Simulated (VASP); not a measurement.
# TaN: single point with PBE+U

TaN:

```
Ta N
1.0
     2.95332    0.00000    0.00000
    -1.47666    2.55765    0.00000
     0.00000    0.00000    2.89877
Ta N
1 1
Direct
  0.33333 0.66667 0.50000
  0.00000 0.00000 0.00000
```

- Program: VASP 6.6.1
- Task: single point
- Functional: PBE
- Potentials or basis: VASP PAW PBE potentials, release 64 (Ta_pv, N)
- Cutoff: 520 eV
- k mesh: 10 × 10 × 9
- Occupations: fermi-dirac, width 0.05 eV
- Spin: no spin polarisation
- Hubbard terms: Ta d U = 1.0 eV

* Pressure: 2.8 GPa
* Band gap on the k mesh: zero (band 8 reaches 8.48 eV, above the bottom of band 9 at 8.18 eV)

Stress tensor (GPa, compression positive):
```
2.56 0.00 0.00
0.00 2.56 0.00
0.00 0.00 3.38
```

Levels at points of the mesh, in eV from the Fermi level:
| k point | band 6 | band 7 | band 8 | band 9 | band 10 | band 11 |
| --- | --- | --- | --- | --- | --- | --- |
| (0.00, 0.00, 0.00) | -4.60 | -4.25 | -3.06 | 1.91 | 3.41 | 3.41 |
| (0.50, 0.00, 0.00) | -5.20 | -3.51 | -3.30 | 2.97 | 3.83 | 5.07 |

Eigenvalues of the final occupation matrices:
```csv
site,spin,trace,eigenvalues
site 1 d,1,1.21,0.19 0.19 0.26 0.26 0.31
site 1 d,2,1.21,0.19 0.19 0.26 0.26 0.31
```

Wall time 13 s on 1 thread of Intel(R) Xeon(R) Platinum 8259CL CPU @ 2.50GHz (Skylake/Cascade Lake) (shared host), peak memory 0.15 GiB.

Caveat: spin-orbit coupling is left out, which moves the levels of the heavy elements; U without spin polarisation on a metal has little footing.
